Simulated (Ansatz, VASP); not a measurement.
**Two plane-wave programs on Ti2Hg**

```
Ti Hg
1.0
     2.95302    0.00000    0.00000
     0.00000    2.95302    0.00000
     0.00000    0.00000    5.64198
Ti Hg
2 1
Direct
  0.50000 0.50000 0.27000
  0.50000 0.50000 0.73000
  0.00000 0.00000 0.00000
```

Change from the starting cell: species swapped into the FeSi2 type (P4/mmm, No. 123).

Alike in both runs: task relaxation of cell and atoms; functional PBE; k mesh 6 × 6 × 4; occupations gaussian, width 0.1 eV; no spin polarisation.

|  | VASP | Ansatz |
| --- | --- | --- |
| version | VASP 6.6.1 | Ansatz 0.2.0 |
| potentials or method | VASP PAW PBE potentials, release 64 (Ti_sv, Hg), cutoff 600 eV | scalar-relativistic, plane waves, PAW |
| valence electrons in the cell | 36 | 44 |

Ansatz gave:

| Property | Result |
| --- | --- |
| gap on the k mesh at the Fermi level, each at its own relaxed structure (eV) | none |
| relaxed volume (Å³/atom) | 19.21 |
| relaxed length of the cell vector where the two differ most in proportion (Å) | 6.812 |

Q: What did VASP give for the same quantities?

A: gap on the k mesh at the Fermi level, each at its own relaxed structure (eV): none; relaxed volume (Å³/atom): 19.24; relaxed length of the cell vector where the two differ most in proportion (Å): 6.827.

A gap of «none» marks a metal or a gap that the smearing closes. VASP's potentials hold 36 valence electrons a cell and Ansatz's 44, so a difference there can come from the potentials and not from the codes.

Neither program's run includes spin-orbit coupling. Noted on VASP's run: the volume moved by over 15 % at a fixed basis, so the end points are rough.
